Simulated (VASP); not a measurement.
Here is a VASP 6.6.1 calculation.

INCAR

```
PREC = Accurate
ENCUT = 520
EDIFF = 1E-6
ISMEAR = 0
SIGMA = 0.1
LREAL = False
LASPH = True
NELM = 100
ALGO = Normal
ISIF = 2
LWAVE = False
LCHARG = True
LDIPOL = True
IDIPOL = 3
DIPOL = 0.5 0.5 0.500
GGA = PE
LELF = True
LVHAR = True
LVACPOTAV = True
NBANDS = 16
```

File KPOINTS:

```
regular mesh
0
Gamma
  12 12 1
```

POSCAR

```
WC
1.0
    2.8470769657      0.0000000000      0.0000000000
    0.0000000000      2.9217712149      0.0000000000
    0.0000000000      0.0000000000     16.6868853974
W C
1 1
Direct
    0.0000000000      0.5000000000      0.4494547557
    0.5000000000      0.5000000000      0.5505452443
```

Potentials or basis: VASP PAW PBE potentials, release 64 (W_sv, C).

Launch:

```bash
$ cat potpaw_PBE.64/W_sv/POTCAR potpaw_PBE.64/C/POTCAR > POTCAR
$ mpirun -np 1 vasp_std > vasp.out
```

Predict the band gap on the k mesh.

zero (band 9 reaches -2.77 eV, above the bottom of band 10 at -3.00 eV).

What does it give for the largest force?

4.939 eV/Å.

Forces on the atoms (eV/Å):
```
W    0.000  0.000  4.939
C    0.000  0.000 -4.939
```

Caveat: spin-orbit coupling is left out, which moves the levels of the heavy elements.
